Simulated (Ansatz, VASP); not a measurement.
## Two plane-wave programs on Ta3N4

```
Ta N
1.0
     3.03150    0.00000    0.00000
    -1.51575    2.62536    0.00000
     0.00000    0.00000    9.72807
Ta N
3 4
Cartesian
  0.0000 0.0000 0.0000
  0.0000 0.0000 2.4973
  0.0000 0.0000 7.2307
  0.0000 1.7502 8.4794
  1.5158 0.8751 1.2487
  0.0000 1.7502 3.7460
  1.5158 0.8751 5.9821
```

Alike in both runs: task single point; functional PBE; dispersion D3(BJ); k mesh 6 × 6 × 2; occupations gaussian, width 0.1 eV; collinear spin.

|  | VASP | Ansatz |
| --- | --- | --- |
| version | VASP 6.6.1 | Ansatz 0.2.0 |
| potentials or method | VASP PAW PBE potentials, release 64 (Ta_pv, N), cutoff 520 eV | scalar-relativistic, plane waves, PAW |
| valence electrons in the cell | 53 | 59 |

```tsv
	VASP	Ansatz	Ansatz less VASP
gap on the k mesh at the Fermi level (eV)	none	none	-
pressure (GPa)	19.6	18.7	-0.88
traceless stress, the component that is largest in VASP (GPa)	10.87	10.65	-0.216
rms of the force components (eV/Å)	3.345	3.348	+0.0029
net moment per atom (μB)	0.00	0.00	0.000
```

Atom by atom the forces differ by 0.022 eV/Å (rms over components). A gap of «none» marks a metal or a gap that the smearing closes. VASP's potentials hold 53 valence electrons a cell and Ansatz's 59, so a difference there can come from the potentials and not from the codes. Ansatz's warnings: seeded moment not kept.

The k mesh is coarse, so the values compare programs but aren't converged. Neither program's run includes spin-orbit coupling.
